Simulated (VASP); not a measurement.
# SnO (P4/nmm) in VASP: a series of runs

The runs below take SnO through electric field gradients, with PBE.

Program: VASP 6.6.1. These are calculated values, not measurements. Logs are shortened: lines on timing, memory, paths and dates and some standing lists are left out, and cuts for length are marked.

## (1) The cell of the first run

Symmetry: P4/nmm, No. 129, tetragonal system. Conventional cell: a = 3.789 Å, b = 3.789 Å, c = 4.820 Å, α = 90.00°, β = 90.00°, γ = 90.00°. Within 2.9 Å of Sn (site symmetry 4mm) lie 4 O at 2.22 Å. O (site symmetry -4m2) has 4 Sn at 2.22 Å and 4 O at 2.68 Å within 2.9 Å.

## (2) Electric field gradients, PBE (17.30 Å³/atom)

Input file INCAR:

```
SYSTEM = SnO
  PREC = Accurate
  ENCUT = 520
  EDIFF = 1E-8
  ISMEAR = -1
  SIGMA = 0.01
  LREAL = .False.
  LASPH = .True.
  NELM = 100
  ALGO = Normal
  ISIF = 2
  LWAVE = .False.
  LCHARG = .False.
  GGA = PE
  LEFG = .True.
  NBANDS = 28
```

Input file KPOINTS:

```
Automatic mesh
0
Gamma
  8 8 6
  0 0 0
```

Input file POSCAR:

```
SnO
1.0
    3.7892841860      0.0000000000      0.0000000000
    0.0000000000      3.7892841860      0.0000000000
    0.0000000000      0.0000000000      4.8198259661
Sn O
2 2
Direct
    0.0000000000      0.5000000000      0.2385000000
    0.5000000000      0.0000000000      0.7615000000
    0.0000000000      0.0000000000      0.0000000000
    0.5000000000      0.5000000000      0.0000000000
```

Potentials or basis: VASP PAW PBE potentials, release 64 (Sn_d, O).

Started as:

```console
cat potpaw_PBE.64/Sn_d/POTCAR potpaw_PBE.64/O/POTCAR > POTCAR
mpirun -np 1 vasp_std > vasp.out
```

OUTCAR:

```text
SYSTEM = SnO
   PREC = Accurate
   ENCUT = 520
   EDIFF = 1E-8
   ISMEAR = -1
   LREAL = .False.
   LASPH = .True.
   NELM = 100
   ISIF = 2
   GGA = PE

 ion  position               nearest neighbor table
   1  0.000  0.500  0.239-   3 2.22   4 2.22   3 2.22   4 2.22   2 3.53   2 3.53   2 3.53   2 3.53
                             2 3.68   2 3.68   2 3.68   2 3.68
   2  0.500  0.000  0.761-   3 2.22   4 2.22   4 2.22   3 2.22   1 3.53   1 3.53   1 3.53   1 3.53
                             1 3.68   1 3.68   1 3.68   1 3.68
   3  0.000  0.000  0.000-   1 2.22   2 2.22   1 2.22   2 2.22
   4  0.500  0.500  0.000-   1 2.22   2 2.22   2 2.22   1 2.22

  LATTYP: Found a simple tetragonal cell.
 ALAT       =     3.7892841860
 C/A-ratio  =     1.2719621252

  Lattice vectors:

 A1 = (   3.7892841860,   0.0000000000,   0.0000000000)
 A2 = (   0.0000000000,   3.7892841860,   0.0000000000)
 A3 = (   0.0000000000,   0.0000000000,   4.8198259661)

Analysis of symmetry for initial positions (statically):
=====================================================================
 Subroutine PRICEL returns:
 Original cell was already a primitive cell.

 Routine SETGRP: Setting up the symmetry group for a
 simple tetragonal supercell.

 Subroutine GETGRP returns: Found 16 space group operations
 (whereof  8 operations were pure point group operations)
 out of a pool of 16 trial point group operations.

The static configuration has the point symmetry D_2d.
 The point group associated with its full space group is D_4h.

Analysis of symmetry for dynamics (positions and initial velocities):
=====================================================================
 Subroutine PRICEL returns:
 Original cell was already a primitive cell.

 Routine SETGRP: Setting up the symmetry group for a
 simple tetragonal supercell.

 Subroutine GETGRP returns: Found 16 space group operations
 (whereof  8 operations were pure point group operations)
 out of a pool of 16 trial point group operations.

The dynamic configuration has the point symmetry D_2d.
 The point group associated with its full space group is D_4h.

 Subroutine INISYM returns: Found 16 space group operations
[... 143 lines left out ...]
  ---------------------------------------------------
  free energy    TOTEN  =       -22.64724591 eV

  energy without entropy =      -22.64704301  energy(sigma->0) =      -22.64714446

 E-fermi :   7.3883     XC(G=0): -10.3200

 val. band max:        7.3831620931   @ k =   0.5000   0.5000   0.0000
 cond. band min:       7.3909904720   @ k =   0.0000   0.0000   0.0000
 fundamental gap:      0.0078283788
 Fermi energy:         7.3882566399

 k-point     1 :       0.0000    0.0000    0.0000
  band No.  band energies     occupation
      1     -14.7344      2.00000
      2     -14.2723      2.00000
      3     -14.2723      2.00000
      4     -14.2700      2.00000
      5     -14.2240      2.00000
      6     -14.2168      2.00000
[... 733 lines left out ...]
     27      15.9845      0.00000
     28      15.9845      0.00000

 [... further k-points ...]

------------------------ aborting loop because EDIFF is reached ----------------------------------------

  FORCE on cell =-STRESS in cart. coord.  units (eV):
  Direction    XX          YY          ZZ          XY          YZ          ZX
  --------------------------------------------------------------------------------------
  -------------------------------------------------------------------------------------
  Total        2.5692709      2.5692709      1.9636066      0.0000000     -0.0000000      0.0000000
  in kB       59.4805227     59.4805227     45.4589442      0.0000000     -0.0000000      0.0000000
  external PRESSURE =      54.8066632 kB  Pullay stress =       0.0000000 kB

 VOLUME and BASIS-vectors are now :
 -----------------------------------------------------------------------------
  energy-cutoff  :      520.00
  volume of cell :       69.21
      direct lattice vectors                 reciprocal lattice vectors
     3.789284186  0.000000000  0.000000000     0.263902086  0.000000000  0.000000000
     0.000000000  3.789284186  0.000000000     0.000000000  0.263902086  0.000000000
     0.000000000  0.000000000  4.819825966     0.000000000  0.000000000  0.207476371

 POSITION                                       TOTAL-FORCE (eV/Angst)
 -----------------------------------------------------------------------------------
      0.00000      1.89464      1.14953         0.000000      0.000000      0.593002
      1.89464      0.00000      3.67030        -0.000000      0.000000     -0.593002
      0.00000      0.00000      0.00000        -0.000000     -0.000000      0.000000
      1.89464      1.89464      0.00000        -0.000000      0.000000      0.000000
 -----------------------------------------------------------------------------------
    total drift:                                0.000000      0.000000      0.000000

  FREE ENERGIE OF THE ION-ELECTRON SYSTEM (eV)
  ---------------------------------------------------
  free  energy   TOTEN  =       -22.6472459140 eV

  energy  without entropy=      -22.6470430062  energy(sigma->0) =      -22.64714446

 Electric field gradients (V/A^2)
---------------------------------------------------------------------
 ion       V_xx      V_yy      V_zz      V_xy      V_xz      V_yz
---------------------------------------------------------------------
   1      83.593    83.593  -167.186    -0.000    -0.000    -0.000
   2      83.593    83.593  -167.186     0.000     0.000    -0.000
   3      -1.205    -1.205     2.410     0.000     0.000     0.000
   4      -1.205    -1.205     2.410     0.000    -0.000    -0.000
---------------------------------------------------------------------

 Electric field gradients after diagonalization (V/A^2)
 (convention: |V_zz| > |V_xx| > |V_yy|)
----------------------------------------------------------------------
 ion       V_xx      V_yy      V_zz     asymmetry (V_yy - V_xx)/ V_zz
----------------------------------------------------------------------
   1      83.593    83.593  -167.186       0.000
   2      83.593    83.593  -167.186       0.000
   3      -1.205    -1.205     2.410       0.000
   4      -1.205    -1.205     2.410       0.000
----------------------------------------------------------------------

           NMR quadrupolar parameters

 Cq : quadrupolar parameter    Cq=e*Q*V_zz/h
 eta: asymmetry parameters     (V_yy - V_xx)/ V_zz
 Q  : nuclear electric quadrupole moment in mb (millibarn)
----------------------------------------------------------------------
 ion       Cq(MHz)       eta       Q (mb)
----------------------------------------------------------------------
   1      -0.404       0.000       1.000
   2      -0.404       0.000       1.000
   3       0.006       0.000       1.000
   4       0.006       0.000       1.000
----------------------------------------------------------------------
```

OSZICAR:

```text
N       E                     dE             d eps       ncg     rms          rms(c)
DAV:   1     0.421926456129E+03    0.42193E+03   -0.20013E+04  3456   0.221E+03
[... 11 lines left out ...]
DAV:  13    -0.226472460447E+02    0.12871E-04   -0.55723E-05  4532   0.736E-02    0.677E-03
DAV:  14    -0.226472459105E+02    0.13426E-06   -0.43377E-06  3540   0.124E-02    0.256E-03
DAV:  15    -0.226472457846E+02    0.12587E-06   -0.10129E-06  4864   0.829E-03    0.174E-03
DAV:  16    -0.226472458870E+02   -0.10244E-06   -0.14595E-07  4060   0.284E-03    0.448E-04
DAV:  17    -0.226472459271E+02   -0.40044E-07   -0.13891E-08  2312   0.751E-04    0.213E-04
DAV:  18    -0.226472459127E+02    0.14346E-07   -0.28120E-09  1720   0.508E-04    0.600E-05
DAV:  19    -0.226472459140E+02   -0.12387E-08   -0.69507E-10  1704   0.217E-04
   1 F= -.22647246E+02 E0= -.22647144E+02  d E =-.202908E-03
```

stdout:

```text
POSCAR found type information on POSCAR SnO
 POSCAR found :  2 types and       4 ions
 scaLAPACK will be used
 LDA part: xc-table for (Slater+PW92), standard interpolation
 POSCAR, INCAR and KPOINTS ok, starting setup
 FFT: planning ... GRIDC
 FFT: planning ... GRID_SOFT
 FFT: planning ... GRID
 WAVECAR not read
 entering main loop
ion   1

ion   2

ion   3

ion   4
```

Wall time 88 s (1 thread of Intel Xeon Platinum 8488C (Sapphire Rapids), shared host); peak memory 0.23 GiB.

Results:

- Free energy: -22.6472 eV
- Pressure: 5.5 GPa
- Largest force: 0.593 eV/Å
- Band gap on the k mesh: zero (bands 20 and 21 overlap by 0.01 eV)
- Largest electric field gradient by atom: Sn -167.2; O +2.4 V/Å²

Forces on the atoms (eV/Å):
```
Sn   0.000  0.000  0.593
Sn   0.000  0.000 -0.593
O    0.000  0.000  0.000
O    0.000  0.000  0.000
```

Stress tensor (GPa, compression positive):
```
5.95 0.00 0.00
0.00 5.95 0.00
0.00 0.00 4.55
```

Electric field gradients, principal values (V/Å²):
```
atom   least  middle  greatest (by size)
1 Sn  83.593  83.593            -167.186
2 Sn  83.593  83.593            -167.186
 3 O  -1.205  -1.205               2.410
 4 O  -1.205  -1.205               2.410
```

Caveat: the cell stands under pressure; semilocal functionals underestimate gaps, and a narrow one can read as zero; without QUAD_EFG the Cq values of the log hold for a quadrupole moment of 1 mb, not for the nuclei; spin-orbit coupling is left out, which moves the levels of the heavy elements.

(Continued in part 2 of 2.)
